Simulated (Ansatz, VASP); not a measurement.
**One calculation of ZnS, two programs**

```
Zn S
1.0
     0.00000    2.69410    2.69410
     2.69410    0.00000    2.69410
     2.69410    2.69410    0.00000
Zn S
1 1
Direct
  0.25000 0.25000 0.25000
  0.00000 0.00000 0.00000
```

Alike in both runs: task single point; functional HSE06; k mesh 4 × 4 × 4; no spin polarisation.

|  | VASP | Ansatz |
| --- | --- | --- |
| version | VASP 6.6.1 | Ansatz 0.2.0 |
| potentials or method | VASP PAW PBE potentials, release 64 (Zn, S) | plane waves, PAW |
| plane-wave cutoff (eV) | 400 | 420 |
| occupations | gaussian, width 0.01 eV | fixed |
| valence electrons in the cell | 18 | 18 |

```tsv
	VASP	Ansatz	Ansatz less VASP
gap on the k mesh at the Fermi level (eV)	3.38	3.39	+0.011
pressure (GPa)	1.6	1.9	+0.31
```

Ansatz's warnings: stress exchange threshold loose, stress scf threshold loose.

The k mesh is coarse, so the values compare programs but aren't converged.
